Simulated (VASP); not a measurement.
# Ge (C2/m) in VASP: single point with PBE

Aim: the single point of Ge with PBE.

Program: VASP 6.6.1. These are calculated values, not measurements. Logs are shortened: lines on timing, memory, paths and dates and some standing lists are left out, and cuts for length are marked.

### 1 The cell of the first run

Symmetry: C2/m, No. 12, monoclinic system. The conventional cell has a = 7.006 Å, b = 3.855 Å, c = 4.177 Å, α = 90.00°, β = 122.64°, γ = 90.00°. Within 3.2 Å of Ge (site symmetry m) lie 4 Ge at 2.42 to 2.59 Å.

### 2 Single point, PBE (strained and its atoms moved)

Input file INCAR:

```
SYSTEM = Ge
PREC = Accurate
ENCUT = 520
EDIFF = 1E-6
ISMEAR = 0
SIGMA = 0.1
LREAL = .FALSE.
LASPH = .TRUE.
NELM = 100
ALGO = Normal
ISIF = 2
LWAVE = .FALSE.
LCHARG = .FALSE.
GGA = PE
NBANDS = 21
```

Input file KPOINTS:

```
Automatic mesh
0
G
  12 12 12
  0 0 0
```

Input file POSCAR:

```
Ge
1.0
    0.1835023099      2.9091353557      3.0253129396
    2.9091353557      0.1835023099      3.0253129396
    2.9519346458      2.9519346458      0.1407030198
Ge
2
Direct
    0.4974969914      0.4974969914      0.5170774847
    0.7525030086      0.7525030086      0.7329225153
```

Potentials or basis: VASP PAW PBE potentials, release 64 (Ge_d).

Launch:

```sh
> cat potpaw_PBE.64/Ge_d/POTCAR > POTCAR
> mpirun -np 1 vasp_std > vasp.out
```

OUTCAR:

```text
SYSTEM = Ge
   PREC = Accurate
   ENCUT = 520
   EDIFF = 1E-6
   ISMEAR = 0
   LREAL = .FALSE.
   LASPH = .TRUE.
   NELM = 100
   ISIF = 2
   GGA = PE

 ion  position               nearest neighbor table
   1  0.497  0.497  0.517-   2 2.42   2 2.42   2 2.56   2 2.59
   2  0.753  0.753  0.733-   1 2.42   1 2.42   1 2.56   1 2.59

  LATTYP: Found a base centered monoclinic cell.
 ALAT       =     7.0064216307
 B/A-ratio  =     0.5501563312
 C/A-ratio  =     0.5961725810
 COS(beta)  =    -0.5393752132

  Lattice vectors:

 A1 = (  -2.7684323359,  -0.0427992901,   2.8846099198)
 A2 = (  -0.0427992901,  -2.7684323359,   2.8846099198)
 A3 = (   2.9519346458,   2.9519346458,   0.1407030198)

Analysis of symmetry for initial positions (statically):
=====================================================================
 Subroutine PRICEL returns:
 Original cell was already a primitive cell.

 Routine SETGRP: Setting up the symmetry group for a
 base centered monoclinic supercell.

 Subroutine GETGRP returns: Found  4 space group operations
 (whereof  2 operations were pure point group operations)
 out of a pool of  4 trial point group operations.

The static configuration has the point symmetry C_1h.
 The point group associated with its full space group is C_2h.

Analysis of symmetry for dynamics (positions and initial velocities):
=====================================================================
 Subroutine PRICEL returns:
 Original cell was already a primitive cell.

 Routine SETGRP: Setting up the symmetry group for a
 base centered monoclinic supercell.

 Subroutine GETGRP returns: Found  4 space group operations
 (whereof  2 operations were pure point group operations)
 out of a pool of  4 trial point group operations.

The dynamic configuration has the point symmetry C_1h.
 The point group associated with its full space group is C_2h.

 Subroutine INISYM returns: Found  4 space group operations
 (whereof  2 operations are pure point group operations),
 and found     1 'primitive' translations

----------------------------------------------------------------------------------------

                                     Primitive cell

  volume of cell :      47.4966

  direct lattice vectors                    reciprocal lattice vectors
     0.183502310  2.909135356  3.025312940    -0.187480802  0.179406444  0.169399180
     2.909135356  0.183502310  3.025312940     0.179406444 -0.187480802  0.169399180
     2.951934646  2.951934646  0.140703020     0.173610053  0.173610053 -0.177473538

  length of vectors
[... 80 lines left out ...]
   ENCUT  =  520.0 eV  38.22 Ry    6.18 a.u.   7.81  7.81  7.77*2*pi/ulx,y,z
   NELM   =    100;   NELMIN=  2; NELMDL= -5     # of ELM steps
   EDIFF  = 0.1E-05   stopping-criterion for ELM
   LREAL  =      F    real-space projection
   EDIFFG = 0.1E-04   stopping-criterion for IOM
   NSW    =      0    number of steps for IOM
   IBRION =     -1    ionic relax: 0-MD 1-quasi-New 2-CG
   NFREE  =      0    steps in history (QN), initial steepest desc. (CG)
   ISIF   =      2    stress and relaxation
   ISYM   =      2    0-nonsym 1-usesym 2-fastsym
   POTIM  = 0.5000    time-step for ionic-motion
   TEBEG  =    0.0;   TEEND  =   0.0 temperature during run
   PSTRESS=    0.0 pullay stress
   NELECT =      28.0000    total number of electrons
   NUPDOWN=      -1.0000    fix difference up-down
   EMIN   =  10.00;   EMAX   =-10.00  energy-range for DOS
   EFERMI =   0.00;   METHOD = LEGACY
   ISMEAR =     0;   SIGMA  =   0.10  broadening in eV -4-tet -1-fermi 0-gaus
   EFERMI_NEDOS =   21; number of points for ismear=-14 and -15
   IALGO  =     38    algorithm
   IMIX   =      4    mixing-type and parameters
     AMIX     =   0.40;   BMIX     =  1.00
     AMIX_MAG =   1.60;   BMIX_MAG =  1.00
  volume/ion in A,a.u.               =      23.75       160.26
  Fermi-wavevector in a.u.,A,eV,Ry     =   1.372692  2.594013 25.637247  1.884284
  Thomas-Fermi vector in A             =   2.498277
   LORBIT       =      0    0 simple, 1 ext, 2 COOP (PROOUT), +10 PAW based schemes
   GGA     = PE    functional components
   LHFCALC =     F    Hartree Fock is set to
   AEXX    =    0.0000 exact exchange contribution
   IVDW    =     0    specifies the selected vdW correction
   LEPSILON=     F    determine dielectric tensor
   LRPA    =     F    only Hartree local field effects (RPA)
 non-spin polarized calculation
 Gauss-broadening in eV      SIGMA  =   0.10
  energy-cutoff  :      520.00
  volume of cell :       47.50
 maximum number of plane-waves:      1296
   NGX = 15   NGY = 15   NGZ = 15

 number of electron      28.0000003 magnetization

 Free energy of the ion-electron system (eV)
  ---------------------------------------------------
  ext. energy  EPLUGINS =         0.00000000
  ---------------------------------------------------
  free energy    TOTEN  =        -8.87856405 eV

  energy without entropy =       -8.87803542  energy(sigma->0) =       -8.87829973

 E-fermi :   4.6050     XC(G=0):  -9.7124

 val. band max:        4.5723863608   @ k =   0.0000   0.0000   0.2500
 cond. band min:       4.6770740829   @ k =   0.0000   0.0000   0.0000
 fundamental gap:      0.1046877221
 Fermi energy:         4.6050214752

 k-point     1 :       0.0000    0.0000    0.0000
  band No.  band energies     occupation
      1     -20.2718      2.00000
      2     -20.2295      2.00000
      3     -20.1976      2.00000
      4     -20.1909      2.00000
      5     -20.1840      2.00000
      6     -20.0579      2.00000
[... 565 lines left out ...]
     20      14.0832      0.00000
     21      15.1818      0.00000

 [... further k-points ...]

------------------------ aborting loop because EDIFF is reached ----------------------------------------

  FORCE on cell =-STRESS in cart. coord.  units (eV):
  Direction    XX          YY          ZZ          XY          YZ          ZX
  --------------------------------------------------------------------------------------
  -------------------------------------------------------------------------------------
  Total        0.5740075      0.5740075     -0.2437907     -1.9823685     -0.4155341     -0.4155340
  in kB       19.3626745     19.3626745     -8.2236552    -66.8701277    -14.0169786    -14.0169745
  external PRESSURE =      10.1672312 kB  Pullay stress =       0.0000000 kB

 VOLUME and BASIS-vectors are now :
 -----------------------------------------------------------------------------
  energy-cutoff  :      520.00
  volume of cell :       47.50
      direct lattice vectors                 reciprocal lattice vectors
     0.183502310  2.909135356  3.025312940    -0.187480802  0.179406444  0.169399180
     2.909135356  0.183502310  3.025312940     0.179406444 -0.187480802  0.169399180
     2.951934646  2.951934646  0.140703020     0.173610053  0.173610053 -0.177473538

 POSITION                                       TOTAL-FORCE (eV/Angst)
 -----------------------------------------------------------------------------------
      3.06496      3.06496      3.08292        -0.424121     -0.424121      0.767012
      4.49076      4.49076      4.65624         0.424121      0.424121     -0.767012
 -----------------------------------------------------------------------------------
    total drift:                               -0.000000      0.000000     -0.000000

  FREE ENERGIE OF THE ION-ELECTRON SYSTEM (eV)
  ---------------------------------------------------
  free  energy   TOTEN  =        -8.8785640494 eV

  energy  without entropy=       -8.8780354195  energy(sigma->0) =       -8.87829973
```

OSZICAR:

```text
N       E                     dE             d eps       ncg     rms          rms(c)
DAV:   1     0.194718983249E+03    0.19472E+03   -0.14674E+04 22263   0.359E+03
DAV:   2     0.197072154623E+02   -0.17501E+03   -0.16952E+03 20077   0.626E+02
DAV:   3    -0.798353010269E+01   -0.27691E+02   -0.27509E+02 23017   0.145E+02
DAV:   4    -0.894667280370E+01   -0.96314E+00   -0.96266E+00 22595   0.317E+01
DAV:   5    -0.896271148466E+01   -0.16039E-01   -0.16038E-01 22775   0.456E+00    0.300E+00
DAV:   6    -0.890470865296E+01    0.58003E-01   -0.26443E-02 22809   0.171E+00    0.177E+00
DAV:   7    -0.887701212616E+01    0.27697E-01   -0.64035E-02 23905   0.226E+00    0.168E-01
DAV:   8    -0.887844560751E+01   -0.14335E-02   -0.94904E-03 23196   0.104E+00    0.821E-02
DAV:   9    -0.887847653651E+01   -0.30929E-04   -0.58507E-04 23900   0.348E-01    0.394E-02
DAV:  10    -0.887855994910E+01   -0.83413E-04   -0.13083E-04 25330   0.906E-02    0.663E-03
DAV:  11    -0.887856356506E+01   -0.36160E-05   -0.11683E-05 24644   0.489E-02    0.275E-03
DAV:  12    -0.887856404944E+01   -0.48439E-06   -0.75654E-07 15995   0.696E-03
   1 F= -.88785640E+01 E0= -.88782997E+01  d E =-.528630E-03
```

It took 3.6 min on 1 thread of AMD EPYC 9R45 (Zen 5), shared host; peak memory 0.43 GiB.

What came out:

```
Free energy            : -8.8786 eV
Pressure               : 1.0 GPa
Largest force          : 0.974 eV/Å
Band gap on the k mesh : zero (bands 14 and 15 overlap by 0.76 eV)
```

Forces on the atoms (eV/Å):
```
Ge  -0.424 -0.424  0.767
Ge   0.424  0.424 -0.767
```

Stress tensor (GPa, compression positive):
```
 1.94 -6.69 -1.40
-6.69  1.94 -1.40
-1.40 -1.40 -0.82
```

Levels at points of the mesh, in eV from the Fermi level:
| k point | band 11 | band 12 | band 13 | band 14 | band 15 | band 16 | band 17 | band 18 |
| --- | --- | --- | --- | --- | --- | --- | --- | --- |
| (0.00, 0.00, 0.00) | -12.50 | -0.82 | -0.76 | 0.07 | 0.53 | 1.95 | 2.82 | 3.11 |
| (0.50, 0.00, 0.00) | -10.22 | -7.64 | -1.93 | -1.13 | -0.31 | 3.26 | 3.86 | 6.86 |
| (0.50, 0.50, 0.00) | -9.35 | -8.45 | -3.11 | -2.41 | 0.56 | 1.38 | 8.54 | 8.86 |
| (0.00, 0.00, 0.50) | -10.69 | -6.96 | -1.81 | -1.14 | -0.56 | 3.36 | 3.95 | 6.92 |
| (0.50, 0.00, 0.50) | -8.75 | -8.68 | -3.36 | -2.68 | 0.15 | 1.11 | 8.57 | 8.59 |
| (0.50, 0.50, 0.50) | -10.89 | -7.58 | -0.99 | -0.83 | 0.80 | 3.52 | 4.65 | 7.54 |

Caveat: the cell differs from its parent crystal (strained and its atoms moved); semilocal functionals underestimate gaps, so a narrow gap can read as zero.
